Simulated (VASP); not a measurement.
Input of a VASP 6.6.1 run:

INCAR

```
ALGO = Normal
EDIFF = 1E-6
ENCUT = 520
GGA = PE
ISIF = 2
ISMEAR = 0
LASPH = T
LCHARG = F
LREAL = F
LWAVE = F
NBANDS = 20
NELM = 80
PREC = Accurate
SIGMA = 0.15
```

Contents of KPOINTS:

```
k-points
0
Gamma
  18 18 10
```

POSCAR

```
Ta2N
1.0
    2.9460830528      0.0000000000      0.0000000000
   -1.4730415264      2.5513827654      0.0000000000
    0.0000000000      0.0000000000      5.1259845654
Ta N
2 1
Direct
    0.6666666667      0.3333333333      0.7449050322
    0.3333333333      0.6666666667      0.2550949678
    0.0000000000      0.0000000000      0.0000000000
```

Potentials or basis: VASP PAW PBE potentials, release 64 (Ta_pv, N).

The run is started by

```bash
$ cat potpaw_PBE.64/Ta_pv/POTCAR potpaw_PBE.64/N/POTCAR > POTCAR
$ mpirun -np 1 vasp_std > vasp.out
```

**Question.** What does it give for the largest force?

**Answer.** 1.120 eV/Å.

**Question.** What does it give for the band gap on the k mesh?

**Answer.** Zero (an odd number of electrons rules out a gap without spin polarisation).

**Question.** Estimate the pressure.

**Answer.** 18.7 GPa.

Forces on the atoms (eV/Å):
```
Ta   0.000  0.000 -1.120
Ta   0.000  0.000  1.120
N    0.000  0.000  0.000
```

Caveat: the cell differs from its parent crystal (strain -0.050 along x and y, +0.050 along z); the stress differs along the axes, from 4 to 26 GPa; spin-orbit coupling is left out, which moves the levels of the heavy elements; forces of over 1 eV/Å act on the atoms, so gaps and moduli don't describe the material at rest.
